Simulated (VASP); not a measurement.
Set up this calculation in VASP 6.6.1, as the native input.

```
Task                   : single point
Functional             : r2SCAN
Potentials or basis    : VASP PAW PBE potentials, release 64 (Mo_sv)
Cutoff                 : 520 eV
k mesh                 : 14 × 14 × 14
Occupations            : gaussian, width 0.6 eV
Spin                   : no spin polarisation
Dipole correction      : no
Further INCAR settings : ALGO = Normal; EDIFF = 1e-06; NBANDS = 13
```

The system is Mo.

```
Mo
1.0
    -1.57642    1.57642    1.57642
     1.57642   -1.57642    1.57642
     1.57642    1.57642   -1.57642
Mo
1
Direct
  0.00000 0.00000 0.00000
```

One way to write it, as run:

POSCAR

```
Mo
1.0
   -1.5764210372      1.5764210372      1.5764210372
    1.5764210372     -1.5764210372      1.5764210372
    1.5764210372      1.5764210372     -1.5764210372
Mo
1
Direct
    0.0000000000      0.0000000000      0.0000000000
```

INCAR.step1

```
SYSTEM = Mo
  PREC = Accurate
  ENCUT = 520
  ISMEAR = 0
  SIGMA = 0.6
  LREAL = .FALSE.
  LASPH = .TRUE.
  NELM = 100
  NBANDS = 13
  GGA = PE
  ALGO = Normal
  EDIFF = 1E-4
  LWAVE = .TRUE.
  LCHARG = .FALSE.
```

INCAR.step2

```
SYSTEM = Mo
  PREC = Accurate
  ENCUT = 520
  EDIFF = 1E-6
  ISMEAR = 0
  SIGMA = 0.6
  LREAL = .FALSE.
  LASPH = .TRUE.
  NELM = 100
  ALGO = Normal
  ISIF = 2
  LWAVE = .FALSE.
  LCHARG = .FALSE.
  METAGGA = R2SCAN
  LMIXTAU = .TRUE.
  NBANDS = 13
  ISTART = 1
```

KPOINTS

```
regular mesh
0
G
  14 14 14
  0 0 0
```

Potentials or basis: VASP PAW PBE potentials, release 64 (Mo_sv).

The run is started by

```bash
$ cat potpaw_PBE.64/Mo_sv/POTCAR > POTCAR
$ cp INCAR.step1 INCAR
$ mpirun -np 1 vasp_std > vasp.out
$ cp INCAR.step2 INCAR
$ mpirun -np 1 vasp_std > vasp.out
```

Results of the run:

- Pressure: 1.0 GPa
- Band gap on the k mesh: zero (bands 7 and 8 overlap by 5.55 eV)

Caveat: so wide a smearing shifts energies and pressures; the PAW data sets were made with another functional, which shifts forces and pressure a little.

It took 35 s on 1 thread of Intel(R) Xeon(R) Platinum 8559C (Emerald Rapids), with other jobs on the host, peak memory 0.14 GiB.
